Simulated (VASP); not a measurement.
# BAs (I-4m2) in VASP: further runs

The runs below take BAs through single point, with PBEsol.

Program: VASP 6.6.1. These are calculated values, not measurements. Logs are shortened: lines on timing, memory, paths and dates and some standing lists are left out, and cuts for length are marked.

### Step 1. The cell of the first run

The structure is tetragonal, space group I-4m2 (No. 119). The conventional cell has a = 3.792 Å, b = 3.792 Å, c = 3.791 Å, α = 90.00°, β = 90.00°, γ = 90.00°. B (site symmetry -4m2) has 4 As at 2.12 Å within 2.8 Å. As (site symmetry -4m2) has 4 B at 2.12 Å within 2.8 Å.

### Step 2. Single point, PBEsol

The input, INCAR:

```
  PREC = Accurate
  ENCUT = 520
  EDIFF = 1E-6
  ISMEAR = 0
  SIGMA = 0.05
  LREAL = False
  LASPH = True
  NELM = 100
  ALGO = Normal
  ISIF = 2
  LWAVE = False
  LCHARG = True
  GGA = PS
  LELF = True
  LVHAR = True
  NBANDS = 11
```

The input, KPOINTS:

```
Automatic mesh
0
Gamma
  12 12 12
```

The input, POSCAR:

```
BAs
1.0
    0.0000000000      2.6811355699      1.8955628479
    2.6811355699      0.0000000000      1.8955628479
    2.6811355699      2.6811355699      0.0000000000
B As
1 1
Direct
    0.0000000000      0.0000000000      0.0000000000
    0.7500000000      0.7500000000      0.7500000000
```

Potentials or basis: VASP PAW PBE potentials, release 64 (B, As).

Launch:

```sh
$ cat potpaw_PBE.64/B/POTCAR potpaw_PBE.64/As/POTCAR > POTCAR
$ mpirun -np 1 vasp_std > vasp.out
```

OUTCAR:

```text
PREC = Accurate
   ENCUT = 520
   EDIFF = 1E-6
   ISMEAR = 0
   LREAL = False
   LASPH = True
   NELM = 100
   ISIF = 2
   GGA = PS

 ion  position               nearest neighbor table
   1  0.000  0.000  0.000-   2 2.12   2 2.12   2 2.12   2 2.12
   2  0.750  0.750  0.750-   1 2.12   1 2.12   1 2.12   1 2.12

  LATTYP: Found a body centered tetragonal cell.
 ALAT       =     3.7916982855
 C/A-ratio  =     0.9998489886

  Lattice vectors:

 A1 = (   0.0000000000,  -2.6811355699,  -1.8955628479)
 A2 = (   0.0000000000,   2.6811355699,  -1.8955628479)
 A3 = (   2.6811355699,   0.0000000000,   1.8955628479)

Analysis of symmetry for initial positions (statically):
=====================================================================
 Subroutine PRICEL returns:
 Original cell was already a primitive cell.

 Routine SETGRP: Setting up the symmetry group for a
 body centered tetragonal supercell.

 Subroutine GETGRP returns: Found  8 space group operations
 (whereof  8 operations were pure point group operations)
 out of a pool of 16 trial point group operations.

The static configuration has the point symmetry D_2d.

Analysis of symmetry for dynamics (positions and initial velocities):
=====================================================================
 Subroutine PRICEL returns:
 Original cell was already a primitive cell.

 Routine SETGRP: Setting up the symmetry group for a
 body centered tetragonal supercell.

 Subroutine GETGRP returns: Found  8 space group operations
 (whereof  8 operations were pure point group operations)
 out of a pool of 16 trial point group operations.

The dynamic configuration has the point symmetry D_2d.

 Subroutine INISYM returns: Found  8 space group operations
 (whereof  8 operations are pure point group operations),
 and found     1 'primitive' translations

----------------------------------------------------------------------------------------

                                     Primitive cell

  volume of cell :      27.2525

  direct lattice vectors                    reciprocal lattice vectors
     0.000000000  2.681135570  1.895562848    -0.186488145  0.186488145  0.263773897
     2.681135570  0.000000000  1.895562848     0.186488145 -0.186488145  0.263773897
     2.681135570  2.681135570  0.000000000     0.186488145  0.186488145 -0.263773897

  length of vectors
     3.283541755  3.283541755  3.791698286     0.373004458  0.373004458  0.373004458

  position of ions in fractional coordinates (direct lattice)
     0.000000000  0.000000000  0.000000000
     0.750000000  0.750000000  0.750000000

  ion indices of the primitive-cell ions
   primitive index   ion index
                 1           1
                 2           2

----------------------------------------------------------------------------------------

 KPOINTS: Automatic mesh

Automatic generation of k-mesh.
 Grid dimensions read from file:
 generate k-points for:   12   12   12

 Generating k-lattice:

  Cartesian coordinates                     Fractional coordinates (reciprocal lattice)
    -0.015540679  0.015540679  0.021981158     0.083333333 -0.000000000  0.000000000
     0.015540679 -0.015540679  0.021981158    -0.000000000  0.083333333  0.000000000
     0.015540679  0.015540679 -0.021981158     0.000000000  0.000000000  0.083333333

  Length of vectors
     0.031083705  0.031083705  0.031083705

  Shift w.r.t. Gamma in fractional coordinates (k-lattice)
     0.000000000  0.000000000  0.000000000

 Subroutine IBZKPT returns following result:
 ===========================================

 Found    163 irreducible k-points:

 Following reciprocal coordinates:
            Coordinates               Weight
  0.000000  0.000000  0.000000      1.000000
  0.083333 -0.000000  0.000000      8.000000
  0.166667 -0.000000  0.000000      8.000000
  0.250000 -0.000000  0.000000      8.000000
  0.333333 -0.000000  0.000000      8.000000
  0.416667 -0.000000  0.000000      8.000000
[... 16 lines left out ...]
  0.500000  0.166667  0.000000      8.000000
 -0.416667  0.166667  0.000000      8.000000
 [... further k-points ...]
   k-points           NKPTS =    163   k-points in BZ     NKDIM =    163   number of bands    NBANDS=     11
   number of dos      NEDOS =    301   number of ions     NIONS =      2
   total plane-waves  NPLWV =  16128
   dimension x,y,z NGX =    24 NGY =   24 NGZ =   28
   dimension x,y,z NGXF=    48 NGYF=   48 NGZF=   56
   ions per type =               1   1
   NGX,Y,Z   is equivalent  to a cutoff of  12.15, 12.15, 12.28 a.u.
   NGXF,Y,Z  is equivalent  to a cutoff of  24.30, 24.30, 24.55 a.u.
 SYSTEM =  unknown system
   PREC   = accura    normal or accurate (medium, high low for compatibility)
   ISTART =      0    job   : 0-new  1-cont  2-samecut
   ICHARG =      2    charge: 1-file 2-atom 10-const
   ISPIN  =      1    spin polarized calculation?
   LNONCOLLINEAR =      F non collinear calculations
   LSORBIT =      F    spin-orbit coupling
   LASPH  =      T    aspherical Exc in radial PAW
   ENCUT  =  520.0 eV  38.22 Ry    6.18 a.u.   6.11  6.11  7.05*2*pi/ulx,y,z
   NELM   =    100;   NELMIN=  2; NELMDL= -5     # of ELM steps
   EDIFF  = 0.1E-05   stopping-criterion for ELM
   LREAL  =      F    real-space projection
   EDIFFG = 0.1E-04   stopping-criterion for IOM
   NSW    =      0    number of steps for IOM
   IBRION =     -1    ionic relax: 0-MD 1-quasi-New 2-CG
   NFREE  =      0    steps in history (QN), initial steepest desc. (CG)
   ISIF   =      2    stress and relaxation
   ISYM   =      2    0-nonsym 1-usesym 2-fastsym
   POTIM  = 0.5000    time-step for ionic-motion
   TEBEG  =    0.0;   TEEND  =   0.0 temperature during run
   PSTRESS=    0.0 pullay stress
   NELECT =       8.0000    total number of electrons
   NUPDOWN=      -1.0000    fix difference up-down
   EMIN   =  10.00;   EMAX   =-10.00  energy-range for DOS
   EFERMI =   0.00;   METHOD = LEGACY
   ISMEAR =     0;   SIGMA  =   0.05  broadening in eV -4-tet -1-fermi 0-gaus
   EFERMI_NEDOS =   21; number of points for ismear=-14 and -15
   IALGO  =     38    algorithm
   IMIX   =      4    mixing-type and parameters
     AMIX     =   0.40;   BMIX     =  1.00
     AMIX_MAG =   1.60;   BMIX_MAG =  1.00
  volume/ion in A,a.u.               =      13.63        91.95
  Fermi-wavevector in a.u.,A,eV,Ry     =   1.088018  2.056057 16.106360  1.183784
  Thomas-Fermi vector in A             =   2.224191
   LORBIT       =      0    0 simple, 1 ext, 2 COOP (PROOUT), +10 PAW based schemes
   GGA     = PS    functional components
   LHFCALC =     F    Hartree Fock is set to
   AEXX    =    0.0000 exact exchange contribution
   IVDW    =     0    specifies the selected vdW correction
   LEPSILON=     F    determine dielectric tensor
   LRPA    =     F    only Hartree local field effects (RPA)
 non-spin polarized calculation
 Gauss-broadening in eV      SIGMA  =   0.05
  energy-cutoff  :      520.00
  volume of cell :       27.25
 maximum number of plane-waves:       746
   NGX = 13   NGY = 13   NGZ = 13

 number of electron       8.0000000 magnetization

 Free energy of the ion-electron system (eV)
  ---------------------------------------------------
  ext. energy  EPLUGINS =         0.00000000
  ---------------------------------------------------
  free energy    TOTEN  =       -11.38012345 eV

  energy without entropy =      -11.37910924  energy(sigma->0) =      -11.37961635

 E-fermi :   5.8670     XC(G=0): -10.8606

 val. band max:        5.8652425837   @ k =   0.1667   0.0833   0.0000
 cond. band min:       5.8735550041   @ k =  -0.4167   0.5000   0.0833
 fundamental gap:      0.0083124203
 Fermi energy:         5.8669843395

 k-point     1 :       0.0000    0.0000    0.0000
  band No.  band energies     occupation
      1      -9.2682      2.00000
      2       5.2506      2.00000
      3       5.2506      2.00000
      4       7.7749      0.00000
      5       8.6922      0.00000
      6       9.8111      0.00000
      7      10.8912      0.00000
      8      10.8912      0.00000
      9      14.8520      0.00000
     10      16.1436      0.00000
     11      17.8514      0.00000

 k-point     2 :       0.0833   -0.0000    0.0000
  band No.  band energies     occupation
      1      -9.1460      2.00000
      2       4.7013      2.00000
      3       5.0099      2.00000
      4       7.2214      0.00000
      5       8.5196      0.00000
      6      10.1459      0.00000
      7      10.9178      0.00000
      8      11.3948      0.00000
      9      14.9184      0.00000
     10      16.5170      0.00000
     11      17.1165      0.00000

 k-point     3 :       0.1667   -0.0000    0.0000
  band No.  band energies     occupation
      1      -8.7832      2.00000
      2       3.2404      2.00000
      3       4.4517      2.00000
      4       6.5389      0.00000
      5       8.0379      0.00000
      6      10.4996      0.00000
      7      10.7453      0.00000
      8      12.7693      0.00000
      9      15.6123      0.00000
     10      16.3225      0.00000
     11      18.2477      0.00000

 k-point     4 :       0.2500   -0.0000    0.0000
  band No.  band energies     occupation
      1      -8.1942      2.00000
      2       1.4162      2.00000
      3       3.8369      2.00000
      4       6.0359      0.00000
      5       7.4442      0.00000
      6      10.3201      0.00000
      7      11.0677      0.00000
      8      14.2696      0.00000
      9      16.4034      0.00000
     10      17.1127      0.00000
     11      19.7920      0.00000
[... 239 lines left out ...]
 k-point    22 :       0.4167    0.1667    0.0000
  band No.  band energies     occupation
      1      -6.1808      2.00000
      2      -1.3069      2.00000
      3       2.0836      2.00000
      4       3.6881      2.00000
      5       7.0827      0.00000
      6      10.3519      0.00000
      7      11.4019      0.00000
      8      14.1029      0.00000
      9      19.6653      0.00000
     10      20.8813      0.00000
     11      21.6659      0.00000

 k-point    23 :       0.5000    0.1667    0.0000
  band No.  band energies     occupation
      1      -5.7095      2.00000
      2      -2.0951      2.00000
      3       1.9680      2.00000
      4       3.5597      2.00000
      5       7.3973      0.00000
      6      10.8401      0.00000
      7      11.3480      0.00000
      8      13.7472      0.00000
      9      19.4981      0.00000
     10      21.0304      0.00000
     11      21.9479      0.00000

 k-point    24 :      -0.4167    0.1667    0.0000
  band No.  band energies     occupation
      1      -6.1005      2.00000
      2      -1.6163      2.00000
      3       2.0842      2.00000
      4       3.5887      2.00000
      5       7.4762      0.00000
      6      11.4577      0.00000
      7      11.7621      0.00000
      8      13.5156      0.00000
      9      18.3809      0.00000
     10      19.8673      0.00000
     11      20.3023      0.00000

 [... further k-points ...]

------------------------ aborting loop because EDIFF is reached ----------------------------------------

  FORCE on cell =-STRESS in cart. coord.  units (eV):
  Direction    XX          YY          ZZ          XY          YZ          ZX
  --------------------------------------------------------------------------------------
  -------------------------------------------------------------------------------------
  Total       -2.3549879     -2.3549879      2.7734654      0.0000000      0.0000000      0.0000000
  in kB     -138.4501798   -138.4501798    163.0525519      0.0000000      0.0000000      0.0000000
  external PRESSURE =     -37.9492693 kB  Pullay stress =       0.0000000 kB

 VOLUME and BASIS-vectors are now :
 -----------------------------------------------------------------------------
  energy-cutoff  :      520.00
  volume of cell :       27.25
      direct lattice vectors                 reciprocal lattice vectors
     0.000000000  2.681135570  1.895562848    -0.186488145  0.186488145  0.263773897
     2.681135570  0.000000000  1.895562848     0.186488145 -0.186488145  0.263773897
     2.681135570  2.681135570  0.000000000     0.186488145  0.186488145 -0.263773897

 POSITION                                       TOTAL-FORCE (eV/Angst)
 -----------------------------------------------------------------------------------
      0.00000      0.00000      0.00000         0.000000      0.000000      0.000000
      4.02170      4.02170      2.84334        -0.000000     -0.000000     -0.000000
 -----------------------------------------------------------------------------------
    total drift:                                0.000000      0.000000     -0.000000

  FREE ENERGIE OF THE ION-ELECTRON SYSTEM (eV)
  ---------------------------------------------------
  free  energy   TOTEN  =       -11.3801234513 eV

  energy  without entropy=      -11.3791092434  energy(sigma->0) =      -11.37961635
```

Run time: 36 s. Hardware: 1 thread of Intel Xeon 8259CL, shared host; peak memory 0.18 GiB.

What came out:

- Free energy: -11.3801 eV
- Pressure: -3.8 GPa
- Band gap on the k mesh: zero (bands 4 and 5 overlap by 3.21 eV)

Stress tensor (GPa, compression positive):
```
-13.85   0.00   0.00
  0.00 -13.85   0.00
  0.00   0.00  16.31
```

Levels at points of the mesh, in eV from the Fermi level:
```csv
k point,band 1,band 2,band 3,band 4,band 5,band 6,band 7,band 8
"(0.00, 0.00, 0.00)",-15.14,-0.62,-0.62,1.91,2.83,3.94,5.02,5.02
"(0.50, 0.00, 0.00)",-12.01,-8.38,-2.98,-0.51,0.67,3.62,6.86,10.29
"(0.50, 0.50, 0.00)",-9.44,-6.12,-5.60,-5.60,-0.46,-0.37,11.41,11.41
"(0.50, 0.00, 0.50)",-11.74,-9.07,-2.30,-1.95,3.42,3.65,7.69,9.04
```

Caveat: the cell stands under tension; the PAW data sets were made with another functional, which shifts forces and pressure a little.

### Step 3. Single point, PBEsol

This run uses another cell than the first one, of the same volume but with other edges.

The input, INCAR:

```
ALGO = Normal
EDIFF = 1E-7
ENCUT = 520
GGA = PS
ISIF = 2
ISMEAR = 0
LASPH = T
LCHARG = T
LELF = T
LREAL = F
LVHAR = T
LWAVE = F
NBANDS = 11
NELM = 60
PREC = Accurate
SIGMA = 0.05
```

The input, KPOINTS:

```
k-points
0
Gamma
  12 12 12
```

The input, POSCAR:

```
BAs
1.0
    0.0000000000      2.1280187120      3.0090184588
    2.1280187120      0.0000000000      3.0090184588
    2.1280187120      2.1280187120      0.0000000000
B As
1 1
Direct
    0.0000000000      0.0000000000      0.0000000000
    0.7500000000      0.7500000000      0.7500000000
```

Potentials or basis: VASP PAW PBE potentials, release 64 (B, As).

Launch:

```sh
$ cat potpaw_PBE.64/B/POTCAR potpaw_PBE.64/As/POTCAR > POTCAR
$ mpirun -np 1 vasp_std > vasp.out
```

Wall time 48 s (1 thread of Intel Xeon 8259CL, shared host); peak memory 0.19 GiB.

The run converged. Its results:

```
Free energy            : -10.5614 eV
Pressure               : 1.0 GPa
Band gap on the k mesh : zero (bands 4 and 5 overlap by 1.64 eV)
```

Stress tensor (GPa, compression positive):
```
 24.47   0.00   0.00
  0.00  24.47   0.00
  0.00   0.00 -46.04
```

Levels at points of the mesh, in eV from the Fermi level:
| k point | band 1 | band 2 | band 3 | band 4 | band 5 | band 6 | band 7 | band 8 | band 9 |
| --- | --- | --- | --- | --- | --- | --- | --- | --- | --- |
| (0.00, 0.00, 0.00) | -15.93 | -3.54 | 1.10 | 1.10 | 1.26 | 2.79 | 2.79 | 4.64 | 8.80 |
| (0.50, 0.00, 0.00) | -12.83 | -9.17 | -4.40 | -0.98 | 0.38 | 5.76 | 6.65 | 8.06 | 11.05 |
| (0.50, 0.50, 0.00) | -13.56 | -10.49 | -1.91 | -1.91 | 3.73 | 4.14 | 9.03 | 9.68 | 9.68 |
| (0.50, 0.00, 0.50) | -10.48 | -7.90 | -5.47 | -4.75 | -0.32 | 0.00 | 6.45 | 8.40 | 9.16 |

Caveat: the PAW data sets were made with another functional, which shifts forces and pressure a little.

### Step 4. Single point, PBEsol

This run uses another cell than the first one, of the same volume but with other edges.

The input, INCAR:

```
  PREC = Accurate
  ENCUT = 520
  EDIFF = 1E-6
  ISMEAR = 0
  SIGMA = 0.05
  LREAL = False
  LASPH = True
  NELM = 80
  ALGO = Normal
  ISIF = 2
  LWAVE = False
  LCHARG = False
  GGA = PS
  NBANDS = 11
```

The input, KPOINTS:

```
regular mesh
0
Gamma
  12 12 12
```

The input, POSCAR:

```
BAs
1.0
    0.0000000000      2.2476645550      2.6971974660
    2.2476645550      0.0000000000      2.6971974660
    2.2476645550      2.2476645550      0.0000000000
B As
1 1
Direct
    0.0000000000      0.0000000000      0.0000000000
    0.7500000000      0.7500000000      0.7500000000
```

Potentials or basis: VASP PAW PBE potentials, release 64 (B, As).

Launch:

```sh
$ cat potpaw_PBE.64/B/POTCAR potpaw_PBE.64/As/POTCAR > POTCAR
$ mpirun -np 1 vasp_std > vasp.out
```

OUTCAR:

```text
PREC = Accurate
   ENCUT = 520
   EDIFF = 1E-6
   ISMEAR = 0
   LREAL = False
   LASPH = True
   NELM = 80
   ISIF = 2
   GGA = PS

 ion  position               nearest neighbor table
   1  0.000  0.000  0.000-   2 2.08   2 2.08   2 2.08   2 2.08
   2  0.750  0.750  0.750-   1 2.08   1 2.08   1 2.08   1 2.08

  LATTYP: Found a body centered tetragonal cell.
 ALAT       =     3.1786776973
 C/A-ratio  =     1.6970562748

  Lattice vectors:

 A1 = (  -2.2476645550,   0.0000000000,   2.6971974660)
[... 522 lines left out ...]

------------------------ aborting loop because EDIFF is reached ----------------------------------------

  FORCE on cell =-STRESS in cart. coord.  units (eV):
  Direction    XX          YY          ZZ          XY          YZ          ZX
  --------------------------------------------------------------------------------------
  -------------------------------------------------------------------------------------
  Total        2.6414961      2.6414961     -5.2274274      0.0000000      0.0000000      0.0000000
  in kB      155.2940544    155.2940544   -307.3214390      0.0000000      0.0000000      0.0000000
  external PRESSURE =       1.0888899 kB  Pullay stress =       0.0000000 kB

 VOLUME and BASIS-vectors are now :
 -----------------------------------------------------------------------------
  energy-cutoff  :      520.00
  volume of cell :       27.25
      direct lattice vectors                 reciprocal lattice vectors
     0.000000000  2.247664555  2.697197466    -0.222453123  0.222453123  0.185377603
     2.247664555  0.000000000  2.697197466     0.222453123 -0.222453123  0.185377603
     2.247664555  2.247664555  0.000000000     0.222453123  0.222453123 -0.185377603

 POSITION                                       TOTAL-FORCE (eV/Angst)
 -----------------------------------------------------------------------------------
      0.00000      0.00000      0.00000         0.000000     -0.000000      0.000000
      3.37150      3.37150      4.04580        -0.000000      0.000000     -0.000000
 -----------------------------------------------------------------------------------
    total drift:                                0.000000      0.000000      0.000000

  FREE ENERGIE OF THE ION-ELECTRON SYSTEM (eV)
  ---------------------------------------------------
  free  energy   TOTEN  =       -11.7531156921 eV

  energy  without entropy=      -11.7529780280  energy(sigma->0) =      -11.75304686
```

Wall time 50 s (1 thread of Intel Xeon 8259CL, shared host); peak memory 0.19 GiB.

What came out:

```
Free energy            : -11.7531 eV
Pressure               : 0.1 GPa
Band gap on the k mesh : zero (bands 4 and 5 overlap by 0.30 eV)
```

Levels at points of the mesh, in eV from the Fermi level:
```tsv
k point	band 1	band 2	band 3	band 4	band 5	band 6	band 7	band 8	band 9
(0.00, 0.00, 0.00)	-16.01	-2.01	0.14	0.14	2.49	2.49	3.45	3.58	8.94
(0.50, 0.00, 0.00)	-13.06	-9.36	-3.55	-1.14	0.65	4.94	4.99	8.39	11.30
(0.50, 0.50, 0.00)	-12.81	-9.98	-3.39	-3.39	2.22	2.39	10.39	10.39	10.68
(0.50, 0.00, 0.50)	-11.24	-8.56	-5.27	-4.92	0.06	0.22	8.60	10.44	11.29
```

Caveat: semilocal functionals underestimate gaps, so a narrow gap can read as zero; the PAW data sets were made with another functional, which shifts forces and pressure a little.

(Continued in part 2 of 2.)
